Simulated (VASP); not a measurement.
# CdF2 (Fm-3m) in VASP: a series of runs, part 2 of 2

VASP 6.6.1. The steps go on from the part before.

## Step 3: Single point, revPBE+D4

The input, INCAR:

```
SYSTEM = CdF2
PREC = Accurate
ENCUT = 520
EDIFF = 1E-6
ISMEAR = -1
SIGMA = 0.05
LREAL = .False.
LASPH = .True.
NELM = 60
ALGO = Normal
ISIF = 2
LWAVE = .False.
LCHARG = .False.
GGA = RE
IVDW = 13
NBANDS = 20
```

The input, KPOINTS:

```
regular mesh
0
Gamma
  9 9 9
  0 0 0
```

The input, POSCAR:

```
CdF2
1.0
    0.0000000000      2.7377138320      2.7377138320
    2.7377138320      0.0000000000      2.7377138320
    2.7377138320      2.7377138320      0.0000000000
Cd F
1 2
Direct
    0.0000000000      0.0000000000      0.0000000000
    0.7500000000      0.7500000000      0.7500000000
    0.2500000000      0.2500000000      0.2500000000
```

Potentials or basis: VASP PAW PBE potentials, release 64 (Cd, F).

On the command line:

```bash
cat potpaw_PBE.64/Cd/POTCAR potpaw_PBE.64/F/POTCAR > POTCAR
mpirun -np 1 vasp_std > vasp.out
```

OUTCAR:

```text
SYSTEM = CdF2
   PREC = Accurate
   ENCUT = 520
   EDIFF = 1E-6
   ISMEAR = -1
   LREAL = .False.
   LASPH = .True.
   NELM = 60
   ISIF = 2
   GGA = RE
   IVDW = 13

 ion  position               nearest neighbor table
   1  0.000  0.000  0.000-   2 2.37   2 2.37   2 2.37   2 2.37   3 2.37   3 2.37   3 2.37   3 2.37

   2  0.750  0.750  0.750-   1 2.37   1 2.37   1 2.37   1 2.37
   3  0.250  0.250  0.250-   1 2.37   1 2.37   1 2.37   1 2.37

  LATTYP: Found a face centered cubic cell.
 ALAT       =     5.4754276640

  Lattice vectors:

 A1 = (   0.0000000000,   2.7377138320,   2.7377138320)
 A2 = (   2.7377138320,   0.0000000000,   2.7377138320)
 A3 = (   2.7377138320,   2.7377138320,   0.0000000000)

Analysis of symmetry for initial positions (statically):
=====================================================================
 Subroutine PRICEL returns:
 Original cell was already a primitive cell.

 Routine SETGRP: Setting up the symmetry group for a
 face centered cubic supercell.

 Subroutine GETGRP returns: Found 48 space group operations
 (whereof 48 operations were pure point group operations)
 out of a pool of 48 trial point group operations.

The static configuration has the point symmetry O_h .

Analysis of symmetry for dynamics (positions and initial velocities):
=====================================================================
 Subroutine PRICEL returns:
 Original cell was already a primitive cell.

 Routine SETGRP: Setting up the symmetry group for a
 face centered cubic supercell.

 Subroutine GETGRP returns: Found 48 space group operations
 (whereof 48 operations were pure point group operations)
 out of a pool of 48 trial point group operations.

The dynamic configuration has the point symmetry O_h .

 Subroutine INISYM returns: Found 48 space group operations
 (whereof 48 operations are pure point group operations),
 and found     1 'primitive' translations

----------------------------------------------------------------------------------------

[... 113 lines left out ...]
     AMIX     =   0.40;   BMIX     =  1.00
     AMIX_MAG =   1.60;   BMIX_MAG =  1.00
  volume/ion in A,a.u.               =      13.68        92.31
  Fermi-wavevector in a.u.,A,eV,Ry     =   1.406052  2.657052 26.898457  1.976981
  Thomas-Fermi vector in A             =   2.528451
   LORBIT       =      0    0 simple, 1 ext, 2 COOP (PROOUT), +10 PAW based schemes
   GGA     = RE    functional components
   LHFCALC =     F    Hartree Fock is set to
   AEXX    =    0.0000 exact exchange contribution
   IVDW    =    13    specifies the selected vdW correction
   LEPSILON=     F    determine dielectric tensor
   LRPA    =     F    only Hartree local field effects (RPA)
 non-spin polarized calculation
  energy-cutoff  :      520.00
  volume of cell :       41.04
 maximum number of plane-waves:      1125
 NGX is ok and might be reduce to    30
   NGX = 15   NGY = 15   NGZ = 15

 number of electron      25.9999994 magnetization

 Free energy of the ion-electron system (eV)
  ---------------------------------------------------
  ext. energy  EPLUGINS =         0.00000000
  ---------------------------------------------------
  free energy    TOTEN  =       -10.04519298 eV

  energy without entropy =      -10.04519298  energy(sigma->0) =      -10.04519298

 E-fermi :  -0.4675     XC(G=0):  -9.8549

 val. band max:       -1.5402462703   @ k =  -0.3333   0.4444   0.2222
 cond. band min:       1.5407299229   @ k =   0.0000   0.0000   0.0000
 fundamental gap:      3.0809761932
 Fermi energy:        -0.4674704403

 k-point     1 :       0.0000    0.0000    0.0000
  band No.  band energies     occupation
      1     -22.1316      2.00000
      2     -21.1725      2.00000
      3      -7.0119      2.00000
      4      -7.0119      2.00000
      5      -7.0119      2.00000
      6      -6.0297      2.00000
[... 541 lines left out ...]
     19      17.6900      0.00000
     20      19.7381      0.00000

 [... further k-points ...]

------------------------ aborting loop because EDIFF is reached ----------------------------------------

  DFT-D4 for vdW energy calculation

  Edisp (eV):   -0.99770

  FORCE on cell =-STRESS in cart. coord.  units (eV):
  Direction    XX          YY          ZZ          XY          YZ          ZX
  --------------------------------------------------------------------------------------
  -------------------------------------------------------------------------------------
  Total       0.15665     0.15665     0.15665     0.00000     0.00000     0.00000
  in kB       6.11553     6.11553     6.11553     0.00000     0.00000     0.00000
  external pressure =        6.12 kB  Pullay stress =        0.00 kB

 VOLUME and BASIS-vectors are now :
 -----------------------------------------------------------------------------
  energy-cutoff  :      520.00
  volume of cell :       41.04
      direct lattice vectors                 reciprocal lattice vectors
     0.000000000  2.737713832  2.737713832    -0.182634136  0.182634136  0.182634136
     2.737713832  0.000000000  2.737713832     0.182634136 -0.182634136  0.182634136
     2.737713832  2.737713832  0.000000000     0.182634136  0.182634136 -0.182634136

 POSITION                                       TOTAL-FORCE (eV/Angst)
 -----------------------------------------------------------------------------------
      0.00000      0.00000      0.00000         0.000000      0.000000      0.000000
      4.10657      4.10657      4.10657        -0.000000     -0.000000      0.000000
      1.36886      1.36886      1.36886         0.000000      0.000000     -0.000000
 -----------------------------------------------------------------------------------
    total drift:                                0.000000     -0.000000      0.000000

  FREE ENERGIE OF THE ION-ELECTRON SYSTEM (eV)
  ---------------------------------------------------
  free  energy   TOTEN  =       -11.0428967039 eV

  energy  without entropy=      -11.0428967038  energy(sigma->0) =      -11.04289670
```

OSZICAR:

```text
N       E                     dE             d eps       ncg     rms          rms(c)
DAV:   1     0.199716860704E+03    0.19972E+03   -0.15438E+04  1448   0.131E+03
DAV:   2    -0.278645048117E+01   -0.20250E+03   -0.19433E+03  1528   0.343E+02
DAV:   3    -0.118047993445E+02   -0.90183E+01   -0.89950E+01  1604   0.786E+01
DAV:   4    -0.118458539402E+02   -0.41055E-01   -0.41053E-01  1556   0.542E+00
DAV:   5    -0.118460111748E+02   -0.15723E-03   -0.15723E-03  1548   0.300E-01    0.991E+00
DAV:   6    -0.998669822687E+01    0.18593E+01   -0.42578E+00  1756   0.392E+01    0.700E+00
DAV:   7    -0.100499302596E+02   -0.63232E-01   -0.10292E+00  1452   0.901E+00    0.393E+00
DAV:   8    -0.100525428408E+02   -0.26126E-02   -0.15710E-01  1428   0.367E+00    0.748E-01
DAV:   9    -0.100439511694E+02    0.85917E-02   -0.40796E-02  1680   0.233E+00    0.991E-02
DAV:  10    -0.100449343203E+02   -0.98315E-03   -0.37676E-03  1452   0.733E-01    0.167E-01
DAV:  11    -0.100451297548E+02   -0.19543E-03   -0.29834E-04  1496   0.166E-01    0.549E-02
DAV:  12    -0.100451878086E+02   -0.58054E-04   -0.93215E-05  1436   0.805E-02    0.215E-02
DAV:  13    -0.100451939493E+02   -0.61407E-05   -0.24451E-05  1516   0.426E-02    0.867E-03
DAV:  14    -0.100451929830E+02    0.96635E-06   -0.40772E-06  1364   0.256E-02
   1 F= -.11042897E+02 E0= -.11042897E+02  d E =-.115090E-09
```

stdout:

```text
POSCAR found type information on POSCAR CdF
 POSCAR found :  2 types and       3 ions
 scaLAPACK will be used
 -----------------------------------------------------------------------------
|                                                                             |
|                                                                             |
|     You enforced a specific xc type in the INCAR file but a different       |
|     I HOPE YOU KNOW WHAT YOU ARE DOING!                                     |
|                                                                             |
 -----------------------------------------------------------------------------

 LDA part: xc-table for (Slater+PW92), standard interpolation
 POSCAR, INCAR and KPOINTS ok, starting setup
 FFT: planning ... GRIDC
 FFT: planning ... GRID_SOFT
 FFT: planning ... GRID
 WAVECAR not read
 entering main loop
```

Run time: 21 s. Hardware: 1 thread of Intel Xeon 6975P-C (Granite Rapids), shared host; peak memory 0.18 GiB.

What came out:

```
Free energy                : -11.0429 eV
Pressure                   : 0.6 GPa
Band gap on the k mesh     : 3.08 eV (least direct gap 3.62 eV)
Dispersion energy per atom : -0.333 eV
```

Levels at points of the mesh, in eV from the valence-band top:
```tsv
k point	band 9	band 10	band 11	band 12	band 13	band 14	band 15	band 16	band 17	band 18
(0.00, 0.00, 0.00)	-0.82	-0.82	-0.53	-0.53	-0.53	3.08	12.67	12.67	12.67	17.60
```

Caveat: the PAW data sets were made with another functional, which shifts forces and pressure a little; an odd mesh through Γ misses points on the zone boundary, where band edges can lie.

## Step 4: Single point, BLYP+D4

This run uses another cell than the first one, of 13.60 Å³/atom.

The input, INCAR:

```
PREC     = Accurate       # precision mode
ENCUT    = 520            # plane-wave cutoff, eV
EDIFF    = 1E-7           # SCF threshold, eV
ISMEAR   = -1             # smearing method
SIGMA    = 0.05           # smearing width, eV
LREAL    = F              # projectors in reciprocal space
LASPH    = T              # aspherical terms in the spheres
NELM     = 60             # most SCF steps
ALGO     = Normal         # electronic algorithm
ISIF     = 2              # what is computed and relaxed
LWAVE    = F              # write WAVECAR
LCHARG   = F              # write CHGCAR
GGA      = B5             # functional
ALDAX    = 1.0          
AGGAX    = 1.0          
AGGAC    = 1.0          
ALDAC    = 0.0          
IVDW     = 13             # dispersion correction
VDW_S6   = 1.0          
VDW_S8   = 2.34076671   
VDW_A1   = 0.44488865   
VDW_A2   = 4.0933009    
NBANDS   = 20             # bands
```

The input, KPOINTS:

```
regular mesh
0
Gamma
  9 9 9
```

The input, POSCAR:

```
CdF2
1.0
    0.0000000000      2.7321943619      2.7321943619
    2.7321943619      0.0000000000      2.7321943619
    2.7321943619      2.7321943619      0.0000000000
Cd F
1 2
Direct
    0.0000000000      0.0000000000      0.0000000000
    0.7500000000      0.7500000000      0.7500000000
    0.2500000000      0.2500000000      0.2500000000
```

On the command line:

```bash
cat potpaw_PBE.64/Cd/POTCAR potpaw_PBE.64/F/POTCAR > POTCAR
mpirun -np 1 vasp_std > vasp.out
```

Wall time 27 s (1 thread of Intel Xeon 6975P-C (Granite Rapids), shared host); peak memory 0.18 GiB.

Results (log left out):

| Quantity | Value |
| --- | --- |
| Free energy | -11.3082 eV |
| Pressure | 0.7 GPa |
| Band gap on the k mesh | 3.01 eV (least direct gap 3.51 eV) |
| Dispersion energy per atom | -0.321 eV |

Levels at points of the mesh, in eV from the valence-band top:
| k point | band 9 | band 10 | band 11 | band 12 | band 13 | band 14 | band 15 | band 16 | band 17 | band 18 |
| --- | --- | --- | --- | --- | --- | --- | --- | --- | --- | --- |
| (0.00, 0.00, 0.00) | -0.84 | -0.84 | -0.50 | -0.50 | -0.50 | 3.01 | 12.55 | 12.55 | 12.55 | 17.41 |

Caveat: the PAW data sets were made with another functional, which shifts forces and pressure a little; an odd mesh through Γ misses points on the zone boundary, where band edges can lie.

## Step 5: The runs side by side

| level | cell | gap on the mesh (eV) | pressure (GPa) |
| --- | --- | --- | --- |
| revPBE+D3(BJ) | a = 3.872 Å, angles 60.0°, 3 atoms | 3.08 | 0.6 |
| revPBE+D4 | a = 3.872 Å, angles 60.0°, 3 atoms | 3.08 | 0.6 |
| BLYP+D4 | a = 3.864 Å, angles 60.0°, 3 atoms | 3.01 | 0.7 |

Alike in all rows: task single point; potentials or basis VASP PAW PBE potentials, release 64 (Cd, F); no spin polarisation; k mesh 9 × 9 × 9; cutoff (eV) 520; smearing fermi-dirac 0.05 eV.

Caveats: the PAW data sets were made with another functional, which shifts forces and pressure a little; an odd mesh through Γ misses points on the zone boundary, where band edges can lie.

Absolute energies hang on the potentials; compare differences alone.
